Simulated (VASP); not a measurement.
# TeRu (F-43m) in VASP: notebook

Runs on TeRu. Level: PBE. Tasks: single point.

Everything below comes from runs of VASP 6.6.1. Logs are shortened: lines on timing, memory, paths and dates and some standing lists are left out, and cuts for length are marked.

## 1. The cell of the first run

Symmetry: F-43m, No. 216, cubic system. Conventional cell: a = 6.228 Å, b = 6.228 Å, c = 6.228 Å, α = 90.00°, β = 90.00°, γ = 90.00°. Ru (site symmetry -43m) has 4 Te at 2.70 Å within 3.6 Å. Within 3.6 Å of Te (site symmetry -43m) lie 4 Ru at 2.70 Å.

## 2. Single point, PBE, collinear spin, zero start

File INCAR:

```
PREC = Accurate ; ENCUT = 520
EDIFF = 1E-6 ; ISMEAR = 0
SIGMA = 0.05 ; LREAL = F
LASPH = T ; NELM = 150
ALGO = Normal ; ISIF = 2
LWAVE = F ; LCHARG = F
ISPIN = 2 ; MAGMOM = 0 0
LORBIT = 11 ; LMAXMIX = 4
GGA = PE ; NBANDS = 21
```

File KPOINTS:

```
regular mesh
0
Gamma
  5 5 5
```

File POSCAR:

```
TeRu
1.0
    0.0000000000      3.1139297200      3.1139297200
    3.1139297200      0.0000000000      3.1139297200
    3.1139297200      3.1139297200      0.0000000000
Ru Te
1 1
Direct
    0.0000000000      0.0000000000      0.0000000000
    0.2500000000      0.2500000000      0.2500000000
```

Potentials or basis: VASP PAW PBE potentials, release 64 (Ru_pv, Te).

Launch:

```
$ cat potpaw_PBE.64/Ru_pv/POTCAR potpaw_PBE.64/Te/POTCAR > POTCAR
$ mpirun -np 1 vasp_std > vasp.out
```

OUTCAR:

```text
PREC = Accurate
   ENCUT = 520
   EDIFF = 1E-6
   ISMEAR = 0
   LREAL = F
   LASPH = T
   NELM = 150
   ISIF = 2
   ISPIN = 2
   LORBIT = 11
   GGA = PE

 ion  position               nearest neighbor table
   1  0.000  0.000  0.000-   2 2.70   2 2.70   2 2.70   2 2.70
   2  0.250  0.250  0.250-   1 2.70   1 2.70   1 2.70   1 2.70

  LATTYP: Found a face centered cubic cell.
 ALAT       =     6.2278594400

  Lattice vectors:

 A1 = (   0.0000000000,   3.1139297200,   3.1139297200)
 A2 = (   3.1139297200,   0.0000000000,   3.1139297200)
 A3 = (   3.1139297200,   3.1139297200,   0.0000000000)

Analysis of symmetry for initial positions (statically):
=====================================================================
 Subroutine PRICEL returns:
 Original cell was already a primitive cell.

 Routine SETGRP: Setting up the symmetry group for a
 face centered cubic supercell.

 Subroutine GETGRP returns: Found 24 space group operations
 (whereof 24 operations were pure point group operations)
 out of a pool of 48 trial point group operations.

The static configuration has the point symmetry T_d .

Analysis of symmetry for dynamics (positions and initial velocities):
=====================================================================
 Subroutine PRICEL returns:
 Original cell was already a primitive cell.

 Routine SETGRP: Setting up the symmetry group for a
 face centered cubic supercell.

 Subroutine GETGRP returns: Found 24 space group operations
 (whereof 24 operations were pure point group operations)
 out of a pool of 48 trial point group operations.

The dynamic configuration has the point symmetry T_d .

Analysis of structural, dynamic, and magnetic symmetry:
=====================================================================
 Subroutine PRICEL returns:
 Original cell was already a primitive cell.

 Routine SETGRP: Setting up the symmetry group for a
 face centered cubic supercell.

 Subroutine GETGRP returns: Found 24 space group operations
 (whereof 24 operations were pure point group operations)
 out of a pool of 48 trial point group operations.

The overall configuration has the point symmetry T_d .

 Subroutine INISYM returns: Found 24 space group operations
 (whereof 24 operations are pure point group operations),
 and found     1 'primitive' translations

----------------------------------------------------------------------------------------

                                     Primitive cell

  volume of cell :      60.3888

  direct lattice vectors                    reciprocal lattice vectors
     0.000000000  3.113929720  3.113929720    -0.160568813  0.160568813  0.160568813
     3.113929720  0.000000000  3.113929720     0.160568813 -0.160568813  0.160568813
     3.113929720  3.113929720  0.000000000     0.160568813  0.160568813 -0.160568813

  length of vectors
     4.403761642  4.403761642  4.403761642     0.278113343  0.278113343  0.278113343

  position of ions in fractional coordinates (direct lattice)
     0.000000000  0.000000000  0.000000000
     0.250000000  0.250000000  0.250000000

  ion indices of the primitive-cell ions
   primitive index   ion index
                 1           1
                 2           2

----------------------------------------------------------------------------------------

 KPOINTS: regular mesh

Automatic generation of k-mesh.
 Grid dimensions read from file:
 generate k-points for:    5    5    5

 Generating k-lattice:

  Cartesian coordinates                     Fractional coordinates (reciprocal lattice)
    -0.032113763  0.032113763  0.032113763     0.200000000  0.000000000  0.000000000
     0.032113763 -0.032113763  0.032113763     0.000000000  0.200000000  0.000000000
     0.032113763  0.032113763 -0.032113763     0.000000000  0.000000000  0.200000000

  Length of vectors
     0.055622669  0.055622669  0.055622669

  Shift w.r.t. Gamma in fractional coordinates (k-lattice)
     0.000000000  0.000000000  0.000000000

 Subroutine IBZKPT returns following result:
 ===========================================

 Found     10 irreducible k-points:

 Following reciprocal coordinates:
            Coordinates               Weight
  0.000000  0.000000  0.000000      1.000000
  0.200000  0.000000  0.000000      8.000000
  0.400000  0.000000  0.000000      8.000000
  0.200000  0.200000  0.000000      6.000000
  0.400000  0.200000  0.000000     24.000000
 -0.400000  0.200000  0.000000     24.000000
 -0.200000  0.200000  0.000000     12.000000
  0.400000  0.400000  0.000000      6.000000
 -0.400000  0.400000  0.000000     12.000000
 -0.400000  0.400000  0.200000     24.000000
   k-points           NKPTS =     10   k-points in BZ     NKDIM =     10   number of bands    NBANDS=     21
   number of dos      NEDOS =    301   number of ions     NIONS =      2
   total plane-waves  NPLWV =  46656
   dimension x,y,z NGX =    36 NGY =   36 NGZ =   36
   dimension x,y,z NGXF=    72 NGYF=   72 NGZF=   72
   ions per type =               1   1
   NGX,Y,Z   is equivalent  to a cutoff of  13.59, 13.59, 13.59 a.u.
   NGXF,Y,Z  is equivalent  to a cutoff of  27.18, 27.18, 27.18 a.u.
 SYSTEM =  unknown system
   PREC   = accura    normal or accurate (medium, high low for compatibility)
   ISTART =      0    job   : 0-new  1-cont  2-samecut
   ICHARG =      2    charge: 1-file 2-atom 10-const
   ISPIN  =      2    spin polarized calculation?
   LNONCOLLINEAR =      F non collinear calculations
   LSORBIT =      F    spin-orbit coupling
   LASPH  =      T    aspherical Exc in radial PAW
   ENCUT  =  520.0 eV  38.22 Ry    6.18 a.u.   8.19  8.19  8.19*2*pi/ulx,y,z
   NELM   =    150;   NELMIN=  2; NELMDL= -5     # of ELM steps
   EDIFF  = 0.1E-05   stopping-criterion for ELM
   LREAL  =      F    real-space projection
   EDIFFG = 0.1E-04   stopping-criterion for IOM
   NSW    =      0    number of steps for IOM
   IBRION =     -1    ionic relax: 0-MD 1-quasi-New 2-CG
   NFREE  =      0    steps in history (QN), initial steepest desc. (CG)
   ISIF   =      2    stress and relaxation
   ISYM   =      2    0-nonsym 1-usesym 2-fastsym
   POTIM  = 0.5000    time-step for ionic-motion
   TEBEG  =    0.0;   TEEND  =   0.0 temperature during run
   PSTRESS=    0.0 pullay stress
   NELECT =      20.0000    total number of electrons
   NUPDOWN=      -1.0000    fix difference up-down
   EMIN   =  10.00;   EMAX   =-10.00  energy-range for DOS
   EFERMI =   0.00;   METHOD = LEGACY
   ISMEAR =     0;   SIGMA  =   0.05  broadening in eV -4-tet -1-fermi 0-gaus
   EFERMI_NEDOS =   21; number of points for ismear=-14 and -15
   IALGO  =     38    algorithm
   IMIX   =      4    mixing-type and parameters
     AMIX     =   0.40;   BMIX     =  1.00
     AMIX_MAG =   1.60;   BMIX_MAG =  1.00
  volume/ion in A,a.u.               =      30.19       203.76
  Fermi-wavevector in a.u.,A,eV,Ry     =   1.132659  2.140416 17.455152  1.282917
  Thomas-Fermi vector in A             =   2.269361
   LORBIT       =     11    0 simple, 1 ext, 2 COOP (PROOUT), +10 PAW based schemes
   GGA     = PE    functional components
   LHFCALC =     F    Hartree Fock is set to
   AEXX    =    0.0000 exact exchange contribution
   IVDW    =     0    specifies the selected vdW correction
   LEPSILON=     F    determine dielectric tensor
   LRPA    =     F    only Hartree local field effects (RPA)
 spin polarized calculation
 Gauss-broadening in eV      SIGMA  =   0.05
  energy-cutoff  :      520.00
  volume of cell :       60.39
 maximum number of plane-waves:      1642
 NGX is ok and might be reduce to    36
   NGX = 17   NGY = 17   NGZ = 17

 number of electron      20.0000002 magnetization      -0.0000014

 number of electron      20.0000002 magnetization       0.0000004

 Free energy of the ion-electron system (eV)
  ---------------------------------------------------
  ext. energy  EPLUGINS =         0.00000000
  ---------------------------------------------------
  free energy    TOTEN  =       -11.33266519 eV

  energy without entropy =      -11.33050363  energy(sigma->0) =      -11.33158441

 E-fermi :   5.0333     XC(G=0):  -9.3165

 val. band max:        4.8919043773   @ k =  -0.4000   0.4000   0.2000
 cond. band min:       5.0571356685   @ k =  -0.4000   0.4000   0.0000
 fundamental gap:      0.1652312913
 Fermi energy:         5.0332849897

 spin component 1

 k-point     1 :       0.0000    0.0000    0.0000
  band No.  band energies     occupation
      1     -36.8930      1.00000
      2     -36.8930      1.00000
      3     -36.8930      1.00000
      4      -6.8755      1.00000
      5       1.5658      1.00000
      6       1.5658      1.00000
[... 13 lines left out ...]
     20      15.9887      0.00000
     21      16.2780      0.00000
[... 193 lines left out ...]
 k-point    10 :      -0.4000    0.4000    0.2000
  band No.  band energies     occupation
      1     -36.8978      1.00000
      2     -36.8954      1.00000
      3     -36.8946      1.00000
      4      -6.1338      1.00000
      5       0.9701      1.00000
      6       1.5104      1.00000
[... 13 lines left out ...]
     20      17.7982      0.00000
     21      19.1288      0.00000
 Fermi energy:         5.0332849897

 spin component 2

 k-point     1 :       0.0000    0.0000    0.0000
  band No.  band energies     occupation
      1     -36.8930      1.00000
      2     -36.8930      1.00000
      3     -36.8930      1.00000
      4      -6.8755      1.00000
      5       1.5658      1.00000
      6       1.5658      1.00000
[... 13 lines left out ...]
     20      15.9887      0.00000
     21      16.2780      0.00000
[... 193 lines left out ...]
 k-point    10 :      -0.4000    0.4000    0.2000
  band No.  band energies     occupation
      1     -36.8978      1.00000
      2     -36.8954      1.00000
      3     -36.8946      1.00000
      4      -6.1338      1.00000
      5       0.9701      1.00000
      6       1.5104      1.00000
[... 13 lines left out ...]
     20      17.7982      0.00000
     21      19.1289      0.00000

------------------------ aborting loop because EDIFF is reached ----------------------------------------

  FORCE on cell =-STRESS in cart. coord.  units (eV):
  Direction    XX          YY          ZZ          XY          YZ          ZX
  --------------------------------------------------------------------------------------
  -------------------------------------------------------------------------------------
  Total       -3.9546327     -3.9546327     -3.9546327      0.0000000     -0.0000000      0.0000000
  in kB     -104.9204913   -104.9204913   -104.9204913      0.0000000     -0.0000000      0.0000000
  external PRESSURE =    -104.9204913 kB  Pullay stress =       0.0000000 kB

 VOLUME and BASIS-vectors are now :
 -----------------------------------------------------------------------------
  energy-cutoff  :      520.00
  volume of cell :       60.39
      direct lattice vectors                 reciprocal lattice vectors
     0.000000000  3.113929720  3.113929720    -0.160568813  0.160568813  0.160568813
     3.113929720  0.000000000  3.113929720     0.160568813 -0.160568813  0.160568813
     3.113929720  3.113929720  0.000000000     0.160568813  0.160568813 -0.160568813

 POSITION                                       TOTAL-FORCE (eV/Angst)
 -----------------------------------------------------------------------------------
      0.00000      0.00000      0.00000         0.000000     -0.000000      0.000000
      1.55696      1.55696      1.55696        -0.000000      0.000000     -0.000000
 -----------------------------------------------------------------------------------
    total drift:                               -0.000000     -0.000000     -0.000000

  FREE ENERGIE OF THE ION-ELECTRON SYSTEM (eV)
  ---------------------------------------------------
  free  energy   TOTEN  =       -11.3326651947 eV

  energy  without entropy=      -11.3305036297  energy(sigma->0) =      -11.33158441

 total charge

# of ion       s       p       d       tot
------------------------------------------
    1        0.273   6.101   6.113  12.487
    2        1.350   1.879   0.087   3.316
--------------------------------------------------
tot          1.623   7.981   6.200  15.803

 magnetization (x)

# of ion       s       p       d       tot
------------------------------------------
    1       -0.000   0.000   0.000   0.000
    2       -0.000  -0.000   0.000  -0.000
--------------------------------------------------
tot         -0.000  -0.000   0.000  -0.000
```

Run time: 14 s. Hardware: 1 thread of Intel Xeon 6975P-C (Granite Rapids), shared host; peak memory 0.24 GiB.

What came out:

```yaml
Free_energy: -11.3327 eV
Pressure: -10.5 GPa
Band_gap_on_the_k_mesh: zero (filled and empty bands overlap)
Net_moment: 0.00 μB per cell
Valence_electrons_inside_the_program's_atomic_spheres: Ru 12.49; Te 3.32
```

Caveat: spin-orbit coupling is left out, which moves the levels of the heavy elements.

## 3. Single point, PBE, collinear spin, ferromagnetic start

File INCAR:

```
SYSTEM = TeRu
ALGO = Normal
EDIFF = 1E-6
ENCUT = 520
GGA = PE
ISIF = 2
ISMEAR = 0
ISPIN = 2
LASPH = .TRUE.
LCHARG = .FALSE.
LMAXMIX = 4
LORBIT = 11
LREAL = .FALSE.
LWAVE = .FALSE.
MAGMOM = 4 0
NBANDS = 21
NELM = 150
PREC = Accurate
SIGMA = 0.05
```

File KPOINTS:

```
k-points
0
G
  5 5 5
  0 0 0
```

POSCAR is that of step 2.

Potentials or basis: VASP PAW PBE potentials, release 64 (Ru_pv, Te).

Launch:

```
$ cat potpaw_PBE.64/Ru_pv/POTCAR potpaw_PBE.64/Te/POTCAR > POTCAR
$ mpirun -np 1 vasp_std > vasp.out
```

Run time: 18 s. Hardware: 1 thread of Intel Xeon 6975P-C (Granite Rapids), shared host; peak memory 0.24 GiB.

It converged, with:

```
Free energy                                           : -11.3327 eV
Pressure                                              : -10.5 GPa
Band gap on the k mesh                                : zero (filled and empty bands overlap)
Net moment                                            : 0.00 μB per cell
Valence electrons inside the program's atomic spheres : Ru 12.49; Te 3.32
```

Levels at points of the mesh, in eV from the Fermi level:
Spin up:
```
           k point  band 8  band 9  band 10  band 11  band 12  band 13
(0.00, 0.00, 0.00)   -1.01   -1.01     2.36     2.86     2.86     2.86
```
Spin down:
```
           k point  band 7  band 8  band 9  band 10  band 11  band 12  band 13  band 14
(0.00, 0.00, 0.00)   -3.47   -1.01   -1.01     2.36     2.86     2.86     2.86     6.08
```

Caveat: spin-orbit coupling is left out, which moves the levels of the heavy elements.
